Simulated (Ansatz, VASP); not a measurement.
# NaScTe2 in VASP and in Ansatz

File INCAR:

```
SYSTEM = NaScTe2
PREC     = Accurate       ! precision mode
ENCUT    = 520            ! plane-wave cutoff, eV
EDIFF    = 1E-6           ! SCF threshold, eV
ISMEAR   = -1             ! smearing method
SIGMA    = 0.02           ! smearing width, eV
LREAL    = .False.        ! projectors in reciprocal space
LASPH    = .True.         ! aspherical terms in the spheres
NELM     = 100            ! most SCF steps
ALGO     = Normal         ! electronic algorithm
ISIF     = 2              ! what is computed and relaxed
LWAVE    = .False.        ! write WAVECAR
LCHARG   = .False.        ! write CHGCAR
GGA      = PE             ! functional
NBANDS   = 23             ! bands
```

KPOINTS

```
regular mesh
0
Gamma
  6 6 4
  0 0 0
```

File POSCAR:

```
NaScTe2
1.0
    4.2759253804      0.0000000000      0.0000000000
    0.0000000000      4.2759253804      0.0000000000
    0.0000000000      0.0000000000      5.8674335323
Na Te Sc
1 2 1
Direct
    0.0000000000      0.0000000000      0.0000000000
    0.0000000000      0.0000000000      0.5000000000
    0.5000000000      0.5000000000      0.0000000000
    0.5000000000      0.5000000000      0.5000000000
```

Input for Ansatz:

```yaml
crystal:
  lattice:
    - [4.2759253804, 0.0, 0.0]
    - [0.0, 4.2759253804, 0.0]
    - [0.0, 0.0, 5.8674335323]
  atoms:
    - { symbol: Na, position: [0.0, 0.0, 0.0] }
    - { symbol: Te, position: [0.0, 0.0, 0.5] }
    - { symbol: Sc, position: [0.5, 0.5, 0.5] }
    - { symbol: Te, position: [0.5, 0.5, 0.0] }
kpoints:
  mp_grid: { grid: [6, 6, 4] }
hamiltonian:
  xc: pbe
scf:
  occupations: { method: fermi_dirac, width: 0.02 }
  n_extra_bands: 5
output:
  forces: true
  stress: true
  eigenvalues: true
```

Alike in both runs: task single point; functional PBE; k mesh 6 × 6 × 4; occupations fermi-dirac, width 0.02 eV; no spin polarisation.

```csv
,VASP,Ansatz
version,VASP 6.6.1,Ansatz 0.2.0
potentials or method,"VASP PAW PBE potentials, release 64 (Na_pv, Te, Sc_sv)","plane waves, PAW"
plane-wave cutoff (eV),520,420
valence electrons in the cell,30,52
```

```csv
,VASP,Ansatz,Ansatz less VASP
pressure (GPa),1.5,1.4,-0.09
```

The functional is the same, so the differences come from potentials, cutoffs and numerics. VASP's potentials hold 30 valence electrons a cell and Ansatz's 52, so a difference there can come from the potentials and not from the codes.

Spin-orbit coupling is off throughout.
